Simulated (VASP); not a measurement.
# As in VASP: notebook

As is run at these levels: LDA; tasks: single point.

Everything below comes from runs of VASP 6.6.1. Logs are shortened: lines on timing, memory, paths and dates and some standing lists are left out, and cuts for length are marked.

## Step 1: The cell of the first run

The cell holds a slab with vacuum, 2 atoms: a = 3.350 Å, b = 3.350 Å, c = 28.000 Å, α = 90.00°, β = 90.00°, γ = 120.00°.

## Step 2: Single point, LDA

Contents of INCAR:

```
ALGO = Normal
DIPOL = 0.5 0.5 0.500
EDIFF = 1E-6
ENCUT = 520
GGA = CA
IDIPOL = 3
ISIF = 2
ISMEAR = 0
LASPH = T
LCHARG = F
LDIPOL = T
LREAL = F
LWAVE = F
NBANDS = 12
NELM = 100
PREC = Accurate
SIGMA = 0.02
```

Contents of KPOINTS:

```
k-points
0
Gamma
  9 9 1
```

Contents of POSCAR:

```
As
1.0
    3.3500000000      0.0000000000      0.0000000000
   -1.6750000000      2.9011851027      0.0000000000
    0.0000000000      0.0000000000     28.0000000000
As
2
Direct
    0.3333333333      0.6666666667      0.5105714286
    0.6666666667      0.3333333333      0.4894285714
```

Potentials or basis: VASP PAW LDA potentials, release 64 (As).

Command:

```bash
> cat potpaw_LDA.64/As/POTCAR > POTCAR
> mpirun -np 1 vasp_std > vasp.out
```

OUTCAR:

```text
EDIFF = 1E-6
   ENCUT = 520
   GGA = CA
   ISIF = 2
   ISMEAR = 0
   LASPH = T
   LREAL = F
   NELM = 100
   PREC = Accurate

 ion  position               nearest neighbor table
   1  0.333  0.667  0.511-   2 2.02   2 2.02   2 2.02
   2  0.667  0.333  0.489-   1 2.02   1 2.02   1 2.02

  LATTYP: Found a hexagonal cell.
 ALAT       =     3.3500000000
 C/A-ratio  =     8.3582089552

  Lattice vectors:

 A1 = (   3.3500000000,   0.0000000000,   0.0000000000)
 A2 = (  -1.6750000000,   2.9011851027,   0.0000000000)
 A3 = (   0.0000000000,   0.0000000000,  28.0000000000)

Analysis of symmetry for initial positions (statically):
=====================================================================
 Subroutine PRICEL returns:
 Original cell was already a primitive cell.

 Routine SETGRP: Setting up the symmetry group for a
 hexagonal supercell.

 Subroutine GETGRP returns: Found 12 space group operations
 (whereof 12 operations were pure point group operations)
 out of a pool of 24 trial point group operations.

The static configuration has the point symmetry D_3d.

Analysis of symmetry for dynamics (positions and initial velocities):
=====================================================================
 Subroutine PRICEL returns:
 Original cell was already a primitive cell.

 Routine SETGRP: Setting up the symmetry group for a
 hexagonal supercell.

 Subroutine GETGRP returns: Found 12 space group operations
 (whereof 12 operations were pure point group operations)
 out of a pool of 24 trial point group operations.

The dynamic configuration has the point symmetry D_3d.

 Subroutine INISYM returns: Found 12 space group operations
 (whereof 12 operations are pure point group operations),
 and found     1 'primitive' translations

----------------------------------------------------------------------------------------

                                     Primitive cell

  volume of cell :     272.1312

  direct lattice vectors                    reciprocal lattice vectors
     3.350000000  0.000000000  0.000000000     0.298507463  0.172343364  0.000000000
    -1.675000000  2.901185103  0.000000000     0.000000000  0.344686728  0.000000000
     0.000000000  0.000000000 28.000000000     0.000000000  0.000000000  0.035714286

  length of vectors
     3.350000000  3.350000000 28.000000000     0.344686728  0.344686728  0.035714286

  position of ions in fractional coordinates (direct lattice)
     0.333333333  0.666666667  0.510571429
     0.666666667  0.333333333  0.489428571

  ion indices of the primitive-cell ions
   primitive index   ion index
                 1           1
                 2           2

[... 75 lines left out ...]
   IALGO  =     38    algorithm
   IMIX   =      4    mixing-type and parameters
     AMIX     =   0.40;   BMIX     =  1.00
     AMIX_MAG =   1.60;   BMIX_MAG =  1.00
  volume/ion in A,a.u.               =     136.07       918.22
  Fermi-wavevector in a.u.,A,eV,Ry     =   0.544271  1.028524  4.030470  0.296231
  Thomas-Fermi vector in A             =   1.573119
   LORBIT       =      0    0 simple, 1 ext, 2 COOP (PROOUT), +10 PAW based schemes
   GGA     = CA    functional components
   LHFCALC =     F    Hartree Fock is set to
   AEXX    =    0.0000 exact exchange contribution
   IVDW    =     0    specifies the selected vdW correction
   LEPSILON=     F    determine dielectric tensor
   LRPA    =     F    only Hartree local field effects (RPA)
 non-spin polarized calculation
 Gauss-broadening in eV      SIGMA  =   0.02
  energy-cutoff  :      520.00
  volume of cell :      272.13
 maximum number of plane-waves:      7365
 NGX is ok and might be reduce to    28
   NGX = 13   NGY = 13   NGZ =105

 number of electron      10.0000000 magnetization

 dipolmoment           0.000000      0.000000     -0.000000 electrons x Angstroem

 Free energy of the ion-electron system (eV)
  ---------------------------------------------------
  ext. energy  EPLUGINS =         0.00000000
  ---------------------------------------------------
  free energy    TOTEN  =        -5.13017301 eV

  energy without entropy =       -5.13017300  energy(sigma->0) =       -5.13017300

 E-fermi :  -2.3595     XC(G=0):  -1.8369

 val. band max:       -2.4310120380   @ k =   0.2222   0.1111   0.0000
 cond. band min:      -2.2899667869   @ k =   0.4444   0.1111   0.0000
 fundamental gap:      0.1410452511
 Fermi energy:        -2.3595433727

 k-point     1 :       0.0000    0.0000    0.0000
  band No.  band energies     occupation
      1     -21.5443      2.00000
      2     -10.0019      2.00000
      3      -6.7846      2.00000
      4      -6.7846      2.00000
      5      -2.4684      2.00000
      6      -2.2035      0.00000
      7      -0.8861      0.00000
      8      -0.8861      0.00000
      9       1.0245      0.00000
     10       1.5176      0.00000
     11       1.8490      0.00000
     12       1.9295      0.00000
[... 151 lines left out ...]
 k-point    12 :       0.3333    0.3333    0.0000
  band No.  band energies     occupation
      1     -16.7784      2.00000
      2     -16.7784      2.00000
      3     -12.1685      2.00000
      4      -5.4128      2.00000
      5      -5.4128      2.00000
      6      -0.0928      0.00000
      7       3.6442      0.00000
      8       3.7973      0.00000
      9       3.7973      0.00000
     10       4.2483      0.00000
     11       4.2483      0.00000
     12       5.8923      0.00000

------------------------ aborting loop because EDIFF is reached ----------------------------------------

 vacuum level on the upper side and lower side of the slab       (xc-potential included)        -0.007        -0.007

  FORCE on cell =-STRESS in cart. coord.  units (eV):
  Direction    XX          YY          ZZ          XY          YZ          ZX
  --------------------------------------------------------------------------------------
  -------------------------------------------------------------------------------------
  Total       23.2431926     23.2431926      5.0803911      0.0000000     -0.0000000      0.0000000
  in kB      136.8447328    136.8447328     29.9108982      0.0000000     -0.0000000      0.0000000
  external PRESSURE =     101.2001213 kB  Pullay stress =       0.0000000 kB

 VOLUME and BASIS-vectors are now :
 -----------------------------------------------------------------------------
  energy-cutoff  :      520.00
  volume of cell :      272.13
      direct lattice vectors                 reciprocal lattice vectors
     3.350000000  0.000000000  0.000000000     0.298507463  0.172343364  0.000000000
    -1.675000000  2.901185103  0.000000000     0.000000000  0.344686728  0.000000000
     0.000000000  0.000000000 28.000000000     0.000000000  0.000000000  0.035714286

 POSITION                                       TOTAL-FORCE (eV/Angst)
 -----------------------------------------------------------------------------------
     -0.00000      1.93412     14.29600         0.000000      0.000000      8.586783
      1.67500      0.96706     13.70400        -0.000000     -0.000000     -8.586783
 -----------------------------------------------------------------------------------
    total drift:                               -0.000000      0.000000      0.000000

  FREE ENERGIE OF THE ION-ELECTRON SYSTEM (eV)
  ---------------------------------------------------
  free  energy   TOTEN  =        -5.1301730085 eV

  energy  without entropy=       -5.1301729991  energy(sigma->0) =       -5.13017300

 vacuum level on the upper side and lower side of the slab         1.555         1.555
```

Run time: 59 s. Hardware: 1 thread of Intel Xeon Platinum 8488C (Sapphire Rapids), shared host; peak memory 0.3 GiB.

What came out:

| Item | Value |
| --- | --- |
| Free energy | -5.1302 eV |
| Largest force | 8.587 eV/Å |
| Band gap on the k mesh | zero (band 5 reaches -1.99 eV, above the bottom of band 6 at -3.53 eV) |

Forces on the atoms (eV/Å):
```
As   0.000  0.000  8.587
As   0.000  0.000 -8.587
```

## Step 3: Single point, LDA

Contents of INCAR:

```
ALGO = Normal ; DIPOL = 0.5 0.5 0.500
EDIFF = 1E-7 ; ENCUT = 520
GGA = CA ; IDIPOL = 3
ISIF = 2 ; ISMEAR = 0
LASPH = True ; LCHARG = True
LDIPOL = True ; LELF = True
LREAL = False ; LVACPOTAV = True
LVHAR = True ; LWAVE = False
NBANDS = 12 ; NELM = 60
PREC = Accurate ; SIGMA = 0.02
```

KPOINTS is that of step 2.

Contents of POSCAR:

```
As
1.0
    3.3500000000      0.0000000000      0.0000000000
   -1.6750000000      2.9011851027      0.0000000000
    0.0000000000      0.0000000000     28.0000000000
As
2
Direct
    0.3333333333      0.6666666667      0.5211428571
    0.6666666667      0.3333333333      0.4788571429
```

Potentials or basis: VASP PAW LDA potentials, release 64 (As).

Command:

```bash
> cat potpaw_LDA.64/As/POTCAR > POTCAR
> mpirun -np 1 vasp_std > vasp.out
```

OUTCAR:

```text
EDIFF = 1E-7
   ENCUT = 520
   GGA = CA
   ISIF = 2
   ISMEAR = 0
   LASPH = True
   LREAL = False
   NELM = 60
   PREC = Accurate

 ion  position               nearest neighbor table
   1  0.333  0.667  0.521-   2 2.27   2 2.27   2 2.27
   2  0.667  0.333  0.479-   1 2.27   1 2.27   1 2.27

  LATTYP: Found a hexagonal cell.
 ALAT       =     3.3500000000
 C/A-ratio  =     8.3582089552

  Lattice vectors:

[... 357 lines left out ...]
 vacuum level on the upper side and lower side of the slab       (xc-potential included)        -0.087        -0.087

  FORCE on cell =-STRESS in cart. coord.  units (eV):
  Direction    XX          YY          ZZ          XY          YZ          ZX
  --------------------------------------------------------------------------------------
  -------------------------------------------------------------------------------------
  Total        5.7250288      5.7250288      5.3453006      0.0000000      0.0000000     -0.0000000
  in kB       33.7062145     33.7062145     31.4705578      0.0000000      0.0000000     -0.0000000
  external PRESSURE =      32.9609956 kB  Pullay stress =       0.0000000 kB

 VOLUME and BASIS-vectors are now :
 -----------------------------------------------------------------------------
  energy-cutoff  :      520.00
  volume of cell :      272.13
      direct lattice vectors                 reciprocal lattice vectors
     3.350000000  0.000000000  0.000000000     0.298507463  0.172343364  0.000000000
    -1.675000000  2.901185103  0.000000000     0.000000000  0.344686728  0.000000000
     0.000000000  0.000000000 28.000000000     0.000000000  0.000000000  0.035714286

 POSITION                                       TOTAL-FORCE (eV/Angst)
 -----------------------------------------------------------------------------------
     -0.00000      1.93412     14.59200         0.000000     -0.000000      4.515916
      1.67500      0.96706     13.40800        -0.000000      0.000000     -4.515916
 -----------------------------------------------------------------------------------
    total drift:                                0.000000      0.000000     -0.000000

  FREE ENERGIE OF THE ION-ELECTRON SYSTEM (eV)
  ---------------------------------------------------
  free  energy   TOTEN  =        -9.7782562200 eV

  energy  without entropy=       -9.7782562200  energy(sigma->0) =       -9.77825622

 vacuum level on the upper side and lower side of the slab         1.636         1.636
```

OSZICAR:

```text
N       E                     dE             d eps       ncg     rms          rms(c)
DAV:   1     0.744315589895E+02    0.74432E+02   -0.28743E+03   288   0.540E+02
DAV:   2    -0.273733370643E+01   -0.77169E+02   -0.64571E+02   452   0.917E+01
DAV:   3    -0.986791428896E+01   -0.71306E+01   -0.71156E+01   416   0.405E+01
[... 13 lines left out ...]
DAV:  17    -0.977825417072E+01   -0.10319E-05   -0.15391E-08   432   0.392E-04    0.452E-04
DAV:  18    -0.977825522298E+01   -0.10523E-05   -0.32277E-08   364   0.560E-04    0.146E-04
DAV:  19    -0.977825583764E+01   -0.61466E-06   -0.90488E-09   348   0.230E-04    0.646E-05
DAV:  20    -0.977825613119E+01   -0.29354E-06   -0.35359E-09   308   0.116E-04    0.633E-05
DAV:  21    -0.977825622001E+01   -0.88825E-07   -0.46125E-10   300   0.638E-05
   1 F= -.97782562E+01 E0= -.97782562E+01  d E =-.372277E-12
```

Run time: 62 s. Hardware: 1 thread of Intel Xeon Platinum 8488C (Sapphire Rapids), shared host; peak memory 0.3 GiB.

What came out:

```
Free energy                            : -9.7783 eV
Largest force                          : 4.516 eV/Å
Band gap on the k mesh                 : 1.60 eV, indirect (least direct gap 1.95 eV)
Ionisation potential of the upper face : 5.99 eV
```

Forces in eV/Å, atoms in the order of the input:
```
As   0.000  0.000  4.516
As   0.000  0.000 -4.516
```

## Step 4: Single point, LDA

Contents of INCAR:

```
  PREC = Accurate
  ENCUT = 520
  EDIFF = 1E-6
  ISMEAR = 0
  SIGMA = 0.02
  LREAL = F
  LASPH = T
  NELM = 80
  ALGO = Normal
  ISIF = 2
  LWAVE = F
  LCHARG = F
  LDIPOL = T
  IDIPOL = 3
  DIPOL = 0.5 0.5 0.500
  NBANDS = 12
```

Contents of KPOINTS:

```
Automatic mesh
0
Gamma
  9 9 1
```

Contents of POSCAR:

```
As
1.0
    3.3500000000      0.0000000000      0.0000000000
   -1.6750000000      2.9011851027      0.0000000000
    0.0000000000      0.0000000000     28.0000000000
As
2
Direct
    0.3333333333      0.6666666667      0.5317142857
    0.6666666667      0.3333333333      0.4682857143
```

Command:

```bash
> cat potpaw_LDA.64/As/POTCAR > POTCAR
> mpirun -np 1 vasp_std > vasp.out
```

It took 62 s on 1 thread of Intel Xeon Platinum 8488C (Sapphire Rapids), shared host; peak memory 0.31 GiB.

It converged, with:

```yaml
Free_energy: -9.7830 eV
Largest_force: 2.756 eV/Å
Band_gap_on_the_k_mesh: zero (band 5 reaches -1.70 eV, above the bottom of band 6 at -3.13 eV)
```

Forces on the atoms (eV/Å):
```
As   0.000  0.000 -2.756
As   0.000  0.000  2.756
```

Levels at points of the mesh, in eV from the Fermi level:
| k point | band 2 | band 3 | band 4 | band 5 | band 6 | band 7 | band 8 | band 9 |
| --- | --- | --- | --- | --- | --- | --- | --- | --- |
| (0.00, 0.00, 0.00) | -9.73 | -3.16 | 0.93 | 0.93 | 1.77 | 3.33 | 3.33 | 3.81 |

## Step 5: Single point, LDA

This run uses another cell than the first one, of 150.23 Å³/atom, 1.104 times its volume.

Contents of INCAR:

```
SYSTEM = As
  PREC = Accurate
  ENCUT = 520
  EDIFF = 1E-6
  ISMEAR = 0
  SIGMA = 0.02
  LREAL = .FALSE.
  LASPH = .TRUE.
  NELM = 60
  ALGO = Normal
  ISIF = 2
  LWAVE = .FALSE.
  LCHARG = .TRUE.
  LDIPOL = .TRUE.
  IDIPOL = 3
  DIPOL = 0.5 0.5 0.500
  GGA = CA
  LELF = .TRUE.
  LVHAR = .TRUE.
  LVACPOTAV = .TRUE.
  NBANDS = 12
```

Contents of KPOINTS:

```
regular mesh
0
G
  9 9 1
  0 0 0
```

Contents of POSCAR:

```
As
1.0
    3.5200000000      0.0000000000      0.0000000000
   -1.7600000000      3.0484094213      0.0000000000
    0.0000000000      0.0000000000     28.0000000000
As
2
Direct
    0.3333333333      0.6666666667      0.5317142857
    0.6666666667      0.3333333333      0.4682857143
```

Command:

```bash
> cat potpaw_LDA.64/As/POTCAR > POTCAR
> mpirun -np 1 vasp_std > vasp.out
```

Wall time 60 s (1 thread of Intel Xeon Platinum 8488C (Sapphire Rapids), shared host); peak memory 0.31 GiB.

It converged, with:

| Quantity | Value |
| --- | --- |
| Free energy | -9.6416 eV |
| Largest force | 3.128 eV/Å |
| Band gap on the k mesh | zero (band 5 reaches -2.47 eV, above the bottom of band 6 at -3.04 eV) |

Forces on the atoms (eV/Å):
```
As   0.000  0.000 -3.128
As   0.000  0.000  3.128
```

Levels at points of the mesh, in eV from the Fermi level:
| k point | band 1 | band 2 | band 3 | band 4 | band 5 | band 6 | band 7 | band 8 | band 9 | band 10 |
| --- | --- | --- | --- | --- | --- | --- | --- | --- | --- | --- |
| (0.00, 0.00, 0.00) | -13.67 | -9.37 | -2.68 | 0.37 | 0.37 | 1.40 | 2.69 | 2.69 | 3.89 | 4.00 |
